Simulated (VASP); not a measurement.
# Rb in VASP: notebook, part 2 of 2

VASP 6.6.1.

## (3) Single point, PBE+D3(BJ) (atoms moved at random)

File INCAR:

```
SYSTEM = Rb
PREC = Accurate
ENCUT = 520
EDIFF = 1E-7
ISMEAR = 0
SIGMA = 0.15
LREAL = .False.
LASPH = .True.
NELM = 100
ALGO = Fast
ISIF = 2
LWAVE = .False.
LCHARG = .False.
GGA = PE
IVDW = 12
NBANDS = 16
```

File KPOINTS:

```
Automatic mesh
0
Gamma
  8 8 6
  0 0 0
```

File POSCAR:

```
Rb
1.0
    0.0000000000     -3.5065327232     -3.5065327232
    0.0000000000      3.5065327232     -3.5065327232
    7.0130654464      0.0000000000      0.0000000000
Rb
2
Direct
    0.4908939550      0.4998726922      0.4979315174
    0.0091060450      0.0001273078      0.0020684826
```

Potentials or basis: VASP PAW PBE potentials, release 64 (Rb_sv).

The run is started by

```
> cat potpaw_PBE.64/Rb_sv/POTCAR > POTCAR
> mpirun -np 1 vasp_std > vasp.out
```

OUTCAR:

```text
SYSTEM = Rb
   PREC = Accurate
   ENCUT = 520
   EDIFF = 1E-7
   ISMEAR = 0
   LREAL = .False.
   LASPH = .True.
   NELM = 100
   ISIF = 2
   GGA = PE
   IVDW = 12
 IVDW          = 12

 ion  position               nearest neighbor table
   1  0.491  0.500  0.498-   2 4.89   2 4.89   2 4.93   2 4.94   2 4.98   2 4.99   2 5.02   2 5.03

   2  0.009  0.000  0.002-   1 4.89   1 4.89   1 4.93   1 4.94   1 4.98   1 4.99   1 5.02   1 5.03

  LATTYP: Found a simple tetragonal cell.
 ALAT       =     4.9589861341
 C/A-ratio  =     1.4142135624

  Lattice vectors:

 A1 = (   0.0000000000,  -3.5065327232,  -3.5065327232)
 A2 = (   0.0000000000,   3.5065327232,  -3.5065327232)
 A3 = (   7.0130654464,   0.0000000000,   0.0000000000)

Analysis of symmetry for initial positions (statically):
=====================================================================
 Subroutine PRICEL returns:
 Original cell was already a primitive cell.

 Routine SETGRP: Setting up the symmetry group for a
 simple tetragonal supercell.

 Subroutine GETGRP returns: Found  2 space group operations
 (whereof  1 operations were pure point group operations)
 out of a pool of 16 trial point group operations.

The static configuration has the point symmetry C_1 .
 The point group associated with its full space group is S_2 .

Analysis of symmetry for dynamics (positions and initial velocities):
=====================================================================
 Subroutine PRICEL returns:
 Original cell was already a primitive cell.

 Routine SETGRP: Setting up the symmetry group for a
 simple tetragonal supercell.

 Subroutine GETGRP returns: Found  2 space group operations
 (whereof  1 operations were pure point group operations)
 out of a pool of 16 trial point group operations.

The dynamic configuration has the point symmetry C_1 .
 The point group associated with its full space group is S_2 .
[... 116 lines left out ...]
   IALGO  =     68    algorithm
   IMIX   =      4    mixing-type and parameters
     AMIX     =   0.40;   BMIX     =  1.00
     AMIX_MAG =   1.60;   BMIX_MAG =  1.00
  volume/ion in A,a.u.               =      86.23       581.92
  Fermi-wavevector in a.u.,A,eV,Ry     =   0.770787  1.456576  8.083395  0.594113
  Thomas-Fermi vector in A             =   1.872066
   LORBIT       =      0    0 simple, 1 ext, 2 COOP (PROOUT), +10 PAW based schemes
   GGA     = PE    functional components
   LHFCALC =     F    Hartree Fock is set to
   AEXX    =    0.0000 exact exchange contribution
   IVDW    =    12    specifies the selected vdW correction
   LEPSILON=     F    determine dielectric tensor
   LRPA    =     F    only Hartree local field effects (RPA)
 non-spin polarized calculation
 RMM-DIIS sequential band-by-band and
 Gauss-broadening in eV      SIGMA  =   0.15
  energy-cutoff  :      520.00
  volume of cell :      172.46
 maximum number of plane-waves:      4692
 NGX is ok and might be reduce to    40
   NGX = 19   NGY = 19   NGZ = 27

 number of electron      18.0000000 magnetization

 Free energy of the ion-electron system (eV)
  ---------------------------------------------------
  ext. energy  EPLUGINS =         0.00000000
  ---------------------------------------------------
  free energy    TOTEN  =        -1.87626462 eV

  energy without entropy =       -1.85582116  energy(sigma->0) =       -1.86604289

 E-fermi :   0.1256     XC(G=0):  -5.5967

 val. band max:        0.1094573714   @ k =   0.5000   0.0000   0.3333
 cond. band min:       0.1363589079   @ k =   0.2500  -0.1250  -0.3333
 fundamental gap:      0.0269015364
 Fermi energy:         0.1256313298

 k-point     1 :       0.0000    0.0000    0.0000
  band No.  band energies     occupation
      1     -28.7354      2.00000
      2     -28.7288      2.00000
      3     -12.8806      2.00000
      4     -12.8146      2.00000
      5     -12.8143      2.00000
      6     -12.7732      2.00000
[... 433 lines left out ...]
      3     -12.8603      2.00000
      4     -12.8504      2.00000
      5     -12.8337      2.00000
      6     -12.8123      2.00000
[... 8 lines left out ...]
     15       3.1719      0.00000
     16       4.1700      0.00000

 [... further k-points ...]

------------------------ aborting loop because EDIFF is reached ----------------------------------------

 Edisp (eV)   -0.21355

 E8    (eV) :    -0.1221

  FORCE on cell =-STRESS in cart. coord.  units (eV):
  Direction    XX          YY          ZZ          XY          YZ          ZX
  --------------------------------------------------------------------------------------
  -------------------------------------------------------------------------------------
  Total      -0.02120    -0.00686    -0.00681    -0.00120    -0.00219    -0.00124
  in kB      -0.19699    -0.06371    -0.06323    -0.01117    -0.02035    -0.01148
  external pressure =       -0.11 kB  Pullay stress =        0.00 kB

 VOLUME and BASIS-vectors are now :
 -----------------------------------------------------------------------------
  energy-cutoff  :      520.00
  volume of cell :      172.46
      direct lattice vectors                 reciprocal lattice vectors
     0.000000000 -3.506532723 -3.506532723     0.000000000 -0.142590998 -0.142590998
     0.000000000  3.506532723 -3.506532723     0.000000000  0.142590998 -0.142590998
     7.013065446  0.000000000  0.000000000     0.142590998  0.000000000  0.000000000

 POSITION                                       TOTAL-FORCE (eV/Angst)
 -----------------------------------------------------------------------------------
      3.49203      0.03148     -3.47416         0.013203     -0.012251     -0.012601
      0.01451     -0.03148     -0.03238        -0.013203      0.012251      0.012601
 -----------------------------------------------------------------------------------
    total drift:                               -0.000000     -0.000000     -0.000000

  FREE ENERGIE OF THE ION-ELECTRON SYSTEM (eV)
  ---------------------------------------------------
  free  energy   TOTEN  =        -2.0898139402 eV

  energy  without entropy=       -2.0693704825  energy(sigma->0) =       -2.07959221
```

Wall time 4.8 min (1 thread of AMD EPYC 9R45 (Zen 5), shared host); peak memory 0.56 GiB.

What came out:

```yaml
Free_energy: -2.0898 eV
Pressure: 0.0 GPa
Largest_force: 0.022 eV/Å
Band_gap_on_the_k_mesh: zero (bands 9 and 10 overlap by 2.26 eV)
Dispersion_energy_per_atom: -0.107 eV
```

Forces in eV/Å, atoms in the order of the input:
```
Rb   0.013 -0.012 -0.013
Rb  -0.013  0.012  0.013
```

Levels at points of the mesh, in eV from the Fermi level:
```csv
k point,band 5,band 6,band 7,band 8,band 9,band 10,band 11,band 12,band 13,band 14
"(0.00, 0.00, 0.00)",-12.94,-12.90,-12.90,-12.90,-2.03,0.61,1.49,1.82,3.64,3.65
"(0.50, 0.00, 0.00)",-12.95,-12.94,-12.92,-12.91,-0.30,-0.27,1.87,1.94,2.18,2.27
"(0.00, 0.50, 0.00)",-12.95,-12.95,-12.91,-12.91,-0.28,-0.28,1.90,1.90,2.23,2.23
"(0.50, 0.50, 0.00)",-12.94,-12.94,-12.94,-12.94,0.61,0.61,1.49,1.49,1.82,1.82
"(0.00, 0.00, 0.50)",-12.92,-12.92,-12.92,-12.92,-1.12,-1.10,2.44,2.48,3.10,3.16
"(0.50, 0.00, 0.50)",-12.91,-12.91,-12.91,-12.91,0.14,0.14,0.70,0.70,3.43,3.43
"(0.00, 0.50, 0.50)",-12.91,-12.91,-12.91,-12.91,0.14,0.14,0.70,0.70,3.43,3.43
"(0.50, 0.50, 0.50)",-12.97,-12.97,-12.94,-12.94,1.16,1.16,1.59,1.59,1.60,1.60
```

Caveat: the cell differs from its parent crystal (atoms moved at random).

The gap in the log of VASP goes by the Fermi energy; the results here count the filled bands.